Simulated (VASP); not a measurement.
# CdS (F-43m) in VASP: further runs

Runs on CdS. Level: r2SCAN. Tasks: single point.

Everything below comes from runs of VASP 6.6.1. Logs are shortened: lines on timing, memory, paths and dates and some standing lists are left out, and cuts for length are marked.

## (1) The cell of the first run

It takes space group F-43m (No. 216, cubic). Conventional cell: a = 5.833 Å, b = 5.833 Å, c = 5.833 Å, α = 90.00°, β = 90.00°, γ = 90.00°. Within 3.3 Å of Cd (site symmetry -43m) lie 4 S at 2.53 Å. S (site symmetry -43m) has 4 Cd at 2.53 Å within 3.3 Å.

## (2) Single point, r2SCAN

File POSCAR:

```
CdS
1.0
    0.0000000000      2.9165000000      2.9165000000
    2.9165000000      0.0000000000      2.9165000000
    2.9165000000      2.9165000000      0.0000000000
Cd S
1 1
Direct
    0.0000000000      0.0000000000      0.0000000000
    0.2500000000      0.2500000000      0.2500000000
```

File INCAR.step1:

```
SYSTEM = CdS
  PREC = Accurate
  ENCUT = 550
  ISMEAR = 0
  SIGMA = 0.1
  LREAL = .False.
  LASPH = .True.
  NELM = 120
  NBANDS = 16
  GGA = PE
  ALGO = Normal
  EDIFF = 1E-5
  LWAVE = .True.
  LCHARG = .False.
  GGA_COMPAT = .False.
```

File INCAR.step2:

```
SYSTEM = CdS
  PREC = Accurate
  ENCUT = 550
  EDIFF = 1E-6
  ISMEAR = 0
  SIGMA = 0.1
  LREAL = .False.
  LASPH = .True.
  NELM = 120
  ALGO = Normal
  ISIF = 2
  LWAVE = .False.
  LCHARG = .True.
  METAGGA = R2SCAN
  LMIXTAU = .True.
  LELF = .True.
  LVHAR = .True.
  NBANDS = 16
  ISTART = 1
  GGA_COMPAT = .False.
```

File KPOINTS:

```
Automatic mesh
0
Gamma
  6 6 6
  0 0 0
```

Potentials or basis: VASP PAW PBE potentials, release 64 (Cd, S).

Command:

```sh
$ cat potpaw_PBE.64/Cd/POTCAR potpaw_PBE.64/S/POTCAR > POTCAR
$ cp INCAR.step1 INCAR
$ mpirun -np 1 vasp_std > vasp.out
$ cp INCAR.step2 INCAR
$ mpirun -np 1 vasp_std > vasp.out
```

OUTCAR:

```text
SYSTEM = CdS
   PREC = Accurate
   ENCUT = 550
   EDIFF = 1E-6
   ISMEAR = 0
   LREAL = .False.
   LASPH = .True.
   NELM = 120
   ISIF = 2
   METAGGA = R2SCAN
   ISTART = 1

 ion  position               nearest neighbor table
   1  0.000  0.000  0.000-   2 2.53   2 2.53   2 2.53   2 2.53
   2  0.250  0.250  0.250-   1 2.53   1 2.53   1 2.53   1 2.53

  LATTYP: Found a face centered cubic cell.
 ALAT       =     5.8330000000

  Lattice vectors:

 A1 = (   0.0000000000,   2.9165000000,   2.9165000000)
 A2 = (   2.9165000000,   0.0000000000,   2.9165000000)
 A3 = (   2.9165000000,   2.9165000000,   0.0000000000)

Analysis of symmetry for initial positions (statically):
=====================================================================
 Subroutine PRICEL returns:
 Original cell was already a primitive cell.

 Routine SETGRP: Setting up the symmetry group for a
 face centered cubic supercell.

 Subroutine GETGRP returns: Found 24 space group operations
 (whereof 24 operations were pure point group operations)
 out of a pool of 48 trial point group operations.

The static configuration has the point symmetry T_d .

Analysis of symmetry for dynamics (positions and initial velocities):
=====================================================================
 Subroutine PRICEL returns:
 Original cell was already a primitive cell.

 Routine SETGRP: Setting up the symmetry group for a
 face centered cubic supercell.

 Subroutine GETGRP returns: Found 24 space group operations
 (whereof 24 operations were pure point group operations)
 out of a pool of 48 trial point group operations.

The dynamic configuration has the point symmetry T_d .

 Subroutine INISYM returns: Found 24 space group operations
 (whereof 24 operations are pure point group operations),
 and found     1 'primitive' translations

----------------------------------------------------------------------------------------

                                     Primitive cell

  volume of cell :      49.6153

  direct lattice vectors                    reciprocal lattice vectors
     0.000000000  2.916500000  2.916500000    -0.171438368  0.171438368  0.171438368
     2.916500000  0.000000000  2.916500000     0.171438368 -0.171438368  0.171438368
     2.916500000  2.916500000  0.000000000     0.171438368  0.171438368 -0.171438368

  length of vectors
     4.124553855  4.124553855  4.124553855     0.296939964  0.296939964  0.296939964

  position of ions in fractional coordinates (direct lattice)
     0.000000000  0.000000000  0.000000000
     0.250000000  0.250000000  0.250000000

  ion indices of the primitive-cell ions
   primitive index   ion index
                 1           1
                 2           2

----------------------------------------------------------------------------------------

 KPOINTS: Automatic mesh

Automatic generation of k-mesh.
 Grid dimensions read from file:
 generate k-points for:    6    6    6

 Generating k-lattice:

  Cartesian coordinates                     Fractional coordinates (reciprocal lattice)
    -0.028573061  0.028573061  0.028573061     0.166666667  0.000000000  0.000000000
     0.028573061 -0.028573061  0.028573061     0.000000000  0.166666667  0.000000000
     0.028573061  0.028573061 -0.028573061     0.000000000  0.000000000  0.166666667

  Length of vectors
     0.049489994  0.049489994  0.049489994

  Shift w.r.t. Gamma in fractional coordinates (k-lattice)
     0.000000000  0.000000000  0.000000000

 Subroutine IBZKPT returns following result:
 ===========================================

 Found     16 irreducible k-points:

 Following reciprocal coordinates:
            Coordinates               Weight
  0.000000  0.000000  0.000000      1.000000
  0.166667  0.000000  0.000000      8.000000
  0.333333  0.000000  0.000000      8.000000
  0.500000  0.000000  0.000000      4.000000
  0.166667  0.166667  0.000000      6.000000
  0.333333  0.166667  0.000000     24.000000
[... 8 lines left out ...]
 -0.333333  0.333333  0.166667     24.000000
 -0.333333  0.500000  0.166667     12.000000
   k-points           NKPTS =     16   k-points in BZ     NKDIM =     16   number of bands    NBANDS=     16
   number of dos      NEDOS =    301   number of ions     NIONS =      2
   total plane-waves  NPLWV =  32768
   dimension x,y,z NGX =    32 NGY =   32 NGZ =   32
   dimension x,y,z NGXF=    64 NGYF=   64 NGZF=   64
   ions per type =               1   1
   NGX,Y,Z   is equivalent  to a cutoff of  12.90, 12.90, 12.90 a.u.
   NGXF,Y,Z  is equivalent  to a cutoff of  25.80, 25.80, 25.80 a.u.
 SYSTEM =  CdS
   PREC   = accura    normal or accurate (medium, high low for compatibility)
   ISTART =      1    job   : 0-new  1-cont  2-samecut
   ICHARG =      0    charge: 1-file 2-atom 10-const
   ISPIN  =      1    spin polarized calculation?
   LNONCOLLINEAR =      F non collinear calculations
   LSORBIT =      F    spin-orbit coupling
   LASPH  =      T    aspherical Exc in radial PAW
   ENCUT  =  550.0 eV  40.42 Ry    6.36 a.u.   7.89  7.89  7.89*2*pi/ulx,y,z
   NELM   =    120;   NELMIN=  2; NELMDL=  0     # of ELM steps
   EDIFF  = 0.1E-05   stopping-criterion for ELM
   LREAL  =      F    real-space projection
   EDIFFG = 0.1E-04   stopping-criterion for IOM
   NSW    =      0    number of steps for IOM
   IBRION =     -1    ionic relax: 0-MD 1-quasi-New 2-CG
   NFREE  =      0    steps in history (QN), initial steepest desc. (CG)
   ISIF   =      2    stress and relaxation
   ISYM   =      2    0-nonsym 1-usesym 2-fastsym
   POTIM  = 0.5000    time-step for ionic-motion
   TEBEG  =    0.0;   TEEND  =   0.0 temperature during run
   PSTRESS=    0.0 pullay stress
   NELECT =      18.0000    total number of electrons
   NUPDOWN=      -1.0000    fix difference up-down
   EMIN   =  10.00;   EMAX   =-10.00  energy-range for DOS
   EFERMI =   0.00;   METHOD = LEGACY
   ISMEAR =     0;   SIGMA  =   0.10  broadening in eV -4-tet -1-fermi 0-gaus
   EFERMI_NEDOS =   21; number of points for ismear=-14 and -15
   IALGO  =     38    algorithm
   IMIX   =      4    mixing-type and parameters
     AMIX     =   0.40;   BMIX     =  1.00
     AMIX_MAG =   1.60;   BMIX_MAG =  1.00
  volume/ion in A,a.u.               =      24.81       167.41
  Fermi-wavevector in a.u.,A,eV,Ry     =   1.167599  2.206442 18.548649  1.363287
  Thomas-Fermi vector in A             =   2.304097
   LORBIT       =      0    0 simple, 1 ext, 2 COOP (PROOUT), +10 PAW based schemes
   METAGGA = R2SCAN    functional components
   LHFCALC =     F    Hartree Fock is set to
   AEXX    =    0.0000 exact exchange contribution
   IVDW    =     0    specifies the selected vdW correction
   LEPSILON=     F    determine dielectric tensor
   LRPA    =     F    only Hartree local field effects (RPA)
 non-spin polarized calculation
 Gauss-broadening in eV      SIGMA  =   0.10
  energy-cutoff  :      550.00
  volume of cell :       49.62
 maximum number of plane-waves:      1464
   NGX = 15   NGY = 15   NGZ = 15

 number of electron      18.0000004 magnetization

 Free energy of the ion-electron system (eV)
  ---------------------------------------------------
  ext. energy  EPLUGINS =         0.00000000
  ---------------------------------------------------
  free energy    TOTEN  =       -29.67661363 eV

  energy without entropy =      -29.67661363  energy(sigma->0) =      -29.67661363

 E-fermi :   1.5592     XC(G=0):  -9.7336

 val. band max:        1.0522907489   @ k =   0.0000   0.0000   0.0000
 cond. band min:       2.6441070800   @ k =   0.0000   0.0000   0.0000
 fundamental gap:      1.5918163311
 Fermi energy:         1.5592179458

 k-point     1 :       0.0000    0.0000    0.0000
  band No.  band energies     occupation
      1     -11.8241      2.00000
      2      -6.9173      2.00000
      3      -6.9173      2.00000
      4      -6.9173      2.00000
      5      -6.4032      2.00000
      6      -6.4032      2.00000
[... 8 lines left out ...]
     15      13.0633      0.00000
     16      13.0633      0.00000

 k-point     2 :       0.1667    0.0000    0.0000
  band No.  band energies     occupation
      1     -11.7171      2.00000
      2      -6.8777      2.00000
      3      -6.8777      2.00000
      4      -6.8097      2.00000
      5      -6.4037      2.00000
      6      -6.4037      2.00000
[... 8 lines left out ...]
     15      12.2297      0.00000
     16      13.3578      0.00000

 k-point     3 :       0.3333    0.0000    0.0000
  band No.  band energies     occupation
      1     -11.5020      2.00000
      2      -6.8118      2.00000
      3      -6.8118      2.00000
      4      -6.4189      2.00000
      5      -6.3860      2.00000
      6      -6.3860      2.00000
[... 8 lines left out ...]
     15      12.7083      0.00000
     16      12.7083      0.00000

 k-point     4 :       0.5000    0.0000    0.0000
  band No.  band energies     occupation
      1     -11.3951      2.00000
      2      -6.7883      2.00000
      3      -6.7883      2.00000
      4      -6.3649      2.00000
      5      -6.3649      2.00000
      6      -6.0171      2.00000
[... 8 lines left out ...]
     15      14.2354      0.00000
     16      14.2354      0.00000
[... 172 lines left out ...]
 k-point    14 :       0.5000    0.3333    0.1667
  band No.  band energies     occupation
      1     -11.3648      2.00000
      2      -6.7160      2.00000
      3      -6.7066      2.00000
      4      -6.5039      2.00000
      5      -6.3621      2.00000
      6      -6.1089      2.00000
[... 8 lines left out ...]
     15      14.7359      0.00000
     16      15.0075      0.00000

 k-point    15 :      -0.3333    0.3333    0.1667
  band No.  band energies     occupation
      1     -11.2969      2.00000
      2      -6.7084      2.00000
      3      -6.6672      2.00000
      4      -6.4456      2.00000
      5      -6.3843      2.00000
      6      -5.8380      2.00000
[... 8 lines left out ...]
     15      14.1638      0.00000
     16      15.0696      0.00000

 k-point    16 :      -0.3333    0.5000    0.1667
  band No.  band energies     occupation
      1     -11.2637      2.00000
      2      -6.6690      2.00000
      3      -6.6263      2.00000
      4      -6.4879      2.00000
      5      -6.3598      2.00000
      6      -5.8065      2.00000
[... 8 lines left out ...]
     15      14.9417      0.00000
     16      15.0157      0.00000

------------------------ aborting loop because EDIFF is reached ----------------------------------------

  FORCE on cell =-STRESS in cart. coord.  units (eV):
  Direction    XX          YY          ZZ          XY          YZ          ZX
  --------------------------------------------------------------------------------------
  -------------------------------------------------------------------------------------
  Total        0.5566212      0.5566212      0.5566212     -0.0000000     -0.0000000      0.0000000
  in kB       17.9743997     17.9743997     17.9743997     -0.0000000     -0.0000000      0.0000000
  external PRESSURE =      17.9743997 kB  Pullay stress =       0.0000000 kB

 VOLUME and BASIS-vectors are now :
 -----------------------------------------------------------------------------
  energy-cutoff  :      550.00
  volume of cell :       49.62
      direct lattice vectors                 reciprocal lattice vectors
     0.000000000  2.916500000  2.916500000    -0.171438368  0.171438368  0.171438368
     2.916500000  0.000000000  2.916500000     0.171438368 -0.171438368  0.171438368
     2.916500000  2.916500000  0.000000000     0.171438368  0.171438368 -0.171438368

 POSITION                                       TOTAL-FORCE (eV/Angst)
 -----------------------------------------------------------------------------------
      0.00000      0.00000      0.00000        -0.000000     -0.000000     -0.000000
      1.45825      1.45825      1.45825         0.000000      0.000000      0.000000
 -----------------------------------------------------------------------------------
    total drift:                                0.000000      0.000000      0.000000

  FREE ENERGIE OF THE ION-ELECTRON SYSTEM (eV)
  ---------------------------------------------------
  free  energy   TOTEN  =       -29.6766136346 eV

  energy  without entropy=      -29.6766136346  energy(sigma->0) =      -29.67661363
```

Wall time 57 s (1 thread of AMD EPYC 7R43 (Zen 3), shared host); peak memory 0.15 GiB.

What came out:

```
Free energy            : -29.6766 eV
Pressure               : 1.8 GPa
Band gap on the k mesh : 1.59 eV
```

Levels at points of the mesh, in eV from the valence-band top:
| k point | band 5 | band 6 | band 7 | band 8 | band 9 | band 10 | band 11 | band 12 | band 13 | band 14 |
| --- | --- | --- | --- | --- | --- | --- | --- | --- | --- | --- |
| (0.00, 0.00, 0.00) | -7.46 | -7.46 | 0.00 | 0.00 | 0.00 | 1.59 | 7.07 | 7.07 | 7.07 | 11.96 |
| (0.50, 0.00, 0.00) | -7.42 | -7.07 | -4.47 | -0.77 | -0.77 | 3.48 | 7.48 | 7.48 | 7.90 | 11.58 |
| (0.50, 0.50, 0.00) | -7.37 | -7.00 | -3.98 | -1.93 | -1.93 | 3.84 | 4.76 | 9.80 | 11.55 | 11.55 |

Caveat: the PAW data sets were made with another functional, which shifts forces and pressure a little. r2SCAN opens gaps a little over a GGA but as a rule still falls short of measured ones.

[end of part 1 of 2]
